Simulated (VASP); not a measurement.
KBr:

```xyz
2
Lattice="0.1898 3.7508 3.7508 3.7508 0.1898 3.7508 3.7508 3.7508 0.1898" Properties=species:S:1:pos:R:3 pbc="T T T"
K     0.0432    0.0432    0.0432
Br    1.8796    1.8796    1.8796
```

This cell differs from its parent crystal: epitaxial 111 strain -3.5%.

Base run:

* Program: VASP 6.6.1
* Functional: PBE
* Potentials or basis: VASP PAW PBE potentials, release 64 (K_sv, Br)
* Cutoff: 520 eV
* k mesh: 6 × 6 × 6
* Occupations: fermi-dirac, width 0.02 eV
* Spin: no spin polarisation

Its results: band gap on the k mesh 4.24 eV, indirect (least direct gap 4.27 eV); pressure 0.5 GPa.

Question: The run is repeated on the same cell with these changes: functional from PBE to r2SCAN; occupations from fermi-dirac, width 0.02 eV to gaussian, width 0.01 eV. What comes out?

Answer: Band gap on the k mesh 4.79 eV, indirect (least direct gap 4.83 eV); pressure 0.2 GPa.

Caveats: the PAW data sets were made with another functional, which shifts forces and pressure a little (some runs).

A k mesh can miss the band edges.
